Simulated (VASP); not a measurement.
Runs of VASP 6.6.1 on AlIn2As3. The structure is that of space group P3m1 (No. 156), or close to it. The cells are those of the table. 

```csv
task,cell,k mesh,cutoff (eV),pressure (GPa),largest force (eV/Å)
single point,"a = 4.262, b = 4.262, c = 10.457 Å, angles 90.0, 90.0, 120.0°, 6 atoms",6 × 6 × 2,520,0.2,0.01
single point,"a = 4.263, b = 4.263, c = 10.463 Å, angles 90.0, 90.0, 120.0°, 6 atoms",12 × 12 × 4,520,(a),0.01
single point,"a = 4.024, b = 4.024, c = 9.857 Å, angles 90.0, 90.0, 120.0°, 6 atoms",6 × 6 × 2,520,15.1,1.69
relaxation of cell and atoms,"relaxed from a = 4.024, b = 4.024, c = 9.857 Å, angles 90.0, 90.0, 120.0°, 6 atoms",6 × 6 × 2,600,0.0,0.02
```

Alike in all rows: level PBE; potentials or basis VASP PAW PBE potentials, release 64 (Al, In_d, As); no spin polarisation; smearing gaussian 0.1 eV.

Task: Fill in the values left out.

Result: (a) 0.1.

Caveats: forces of over 1 eV/Å act on the atoms, so gaps and moduli don't describe the material at rest (some runs).
